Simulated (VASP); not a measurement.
Write the native input for VASP 6.6.1 that does the following.

```yaml
Task: single point
Functional: PBEsol
Potentials_or_basis: VASP PAW PBE potentials, release 64 (H, Br)
Cutoff: 520 eV
k_mesh: 6 × 6 × 8
Occupations: gaussian, width 0.02 eV
Spin: no spin polarisation
Dipole_correction: no
Further_INCAR_settings: ALGO = Normal; EDIFF = 1e-07; NBANDS = 16
```

The structure of HBr lies in POSCAR:

```
HBr
1.0
    5.4459128156      0.0000000000      0.0000000000
    0.0000000000      5.4459128156      0.0000000000
    0.0000000000      0.0000000000      3.2420336969
H Br
2 2
Direct
    0.0000000000      0.0000000000      0.0000000000
    0.5000000000      0.5000000000      0.5000000000
    0.0000000000      0.0000000000      0.5000000000
    0.5000000000      0.5000000000      0.0000000000
```

This cell differs from its parent crystal: strain along c alone, the other axes held: -3.0 %.

The input as run:

INCAR

```
PREC     = Accurate       # precision mode
ENCUT    = 520            # plane-wave cutoff, eV
EDIFF    = 1E-7           # SCF threshold, eV
ISMEAR   = 0              # smearing method
SIGMA    = 0.02           # smearing width, eV
LREAL    = F              # projectors in reciprocal space
LASPH    = T              # aspherical terms in the spheres
NELM     = 100            # most SCF steps
ALGO     = Normal         # electronic algorithm
ISIF     = 2              # what is computed and relaxed
LWAVE    = F              # write WAVECAR
LCHARG   = F              # write CHGCAR
GGA      = PS             # functional
NBANDS   = 16             # bands
```

KPOINTS

```
Automatic mesh
0
Gamma
  6 6 8
```

Potentials or basis: VASP PAW PBE potentials, release 64 (H, Br).

The run is started by

```console
$ cat potpaw_PBE.64/H/POTCAR potpaw_PBE.64/Br/POTCAR > POTCAR
$ mpirun -np 1 vasp_std > vasp.out
```

Results of the run:

* Pressure: 2.5 GPa
* Band gap on the k mesh: 1.75 eV

Caveat: the cell differs from its parent crystal (strain along c alone, the other axes held: -3.0 %); the PAW data sets were made with another functional, which shifts forces and pressure a little.

Run time: 48 s on 1 thread of Intel(R) Xeon(R) Platinum 8259CL CPU @ 2.50GHz (Skylake/Cascade Lake), with other jobs on the host, peak memory 0.22 GiB.
